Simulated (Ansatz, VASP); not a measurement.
# V: VASP beside Ansatz

```
V
1.0
    -1.49125    1.49125    1.49125
     1.49125   -1.49125    1.49125
     1.49125    1.49125   -1.49125
V
1
Direct
  0.00000 0.00000 0.00000
```

Alike in both runs: functional r2SCAN; k mesh 20 × 20 × 20; occupations gaussian, width 0.1 eV; collinear spin.

Ansatz relaxed the structure, and its values are those at the end. VASP's run is a single point on that final structure, the one shown.

```csv
,VASP,Ansatz
version,VASP 6.6.1,Ansatz 0.2.0
potentials or method,"VASP PAW PBE potentials, release 64 (V_sv), cutoff 520 eV","scalar-relativistic, plane waves, PAW"
valence electrons in the cell,13,13
```

```tsv
	VASP	Ansatz	Ansatz less VASP
gap on the k mesh at the Fermi level (eV)	none	none	-
pressure (GPa)	0.7	-0.1	-0.72
net moment per atom (μB)	0.00	0.00	0.000
```

VASP's potentials were made for PBE, not for r2SCAN. A gap of «none» marks a metal or a gap that the smearing closes. With one functional, cell and mesh, what is left measures potentials, basis and numerics. Ansatz's warnings: seeded moment not kept.
